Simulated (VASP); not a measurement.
A run of VASP 6.6.1 is set up as follows.

The input INCAR:

```
PREC = Accurate ; ENCUT = 520
EDIFF = 1E-7 ; ISMEAR = 0
SIGMA = 0.02 ; LREAL = False
LASPH = True ; NELM = 80
ALGO = Normal ; ISIF = 2
LWAVE = False ; LCHARG = False
GGA = PE ; NBANDS = 14
```

KPOINTS

```
regular mesh
0
Gamma
  8 8 8
```

Contents of POSCAR:

```
NaCl
1.0
    0.0000000000      2.6785997408      2.6785997408
    2.6785997408      0.0000000000      2.6785997408
    2.6785997408      2.6785997408      0.0000000000
Na Cl
1 1
Direct
    0.0000000000      0.0000000000      0.0000000000
    0.5000000000      0.5000000000      0.5000000000
```

Potentials or basis: VASP PAW PBE potentials, release 64 (Na_pv, Cl).

Run with:

```sh
$ cat potpaw_PBE.64/Na_pv/POTCAR potpaw_PBE.64/Cl/POTCAR > POTCAR
$ mpirun -np 1 vasp_std > vasp.out
```

Question: Predict the pressure.

Answer: 6.7 GPa.

Question: Predict the band gap on the k mesh.

Answer: 5.77 eV, direct.
